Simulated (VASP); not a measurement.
Here is a VASP 6.6.1 calculation.

File INCAR:

```
SYSTEM = C
ALGO = Normal
EDIFF = 1E-6
ENCUT = 1300
GGA = PS
GGA_COMPAT = .FALSE.
ISIF = 2
ISMEAR = 0
LASPH = .TRUE.
LCHARG = .TRUE.
LELF = .TRUE.
LREAL = .FALSE.
LVHAR = .TRUE.
LWAVE = .FALSE.
NBANDS = 16
NELM = 120
PREC = Accurate
SIGMA = 0.02
```

File KPOINTS:

```
k-points
0
G
  9 9 6
  0 0 0
```

POSCAR

```
C
1.0
    2.4893572949      0.0000000000      0.0000000000
   -1.2446786474      2.1558466565      0.0000000000
    0.0000000000      0.0000000000      4.2229976381
C
4
Direct
    0.3333333333      0.6666666667     -0.0002046816
    0.6666666667      0.3333333333      0.4997953184
    0.3333333333      0.6666666667      0.3742046816
    0.6666666667      0.3333333333      0.8742046816
```

Potentials or basis: VASP PAW PBE potentials, release 64 (C_h).

Run with:

```bash
$ cat potpaw_PBE.64/C_h/POTCAR > POTCAR
$ mpirun -np 1 vasp_std > vasp.out
```

Q: Estimate the band gap on the k mesh.

A: 3.05 eV (least direct gap 4.78 eV).

Q: What does it give for the pressure?

A: -3.0 GPa.

Stress tensor (GPa, compression positive):
```
  4.92   0.00   0.00
  0.00   4.92   0.00
  0.00   0.00 -18.81
```

Caveat: the cell differs from its parent crystal (strained cell); the stress differs along the axes, from -19 to 5 GPa; the PAW data sets were made with another functional, which shifts forces and pressure a little. A k mesh can miss the band edges.
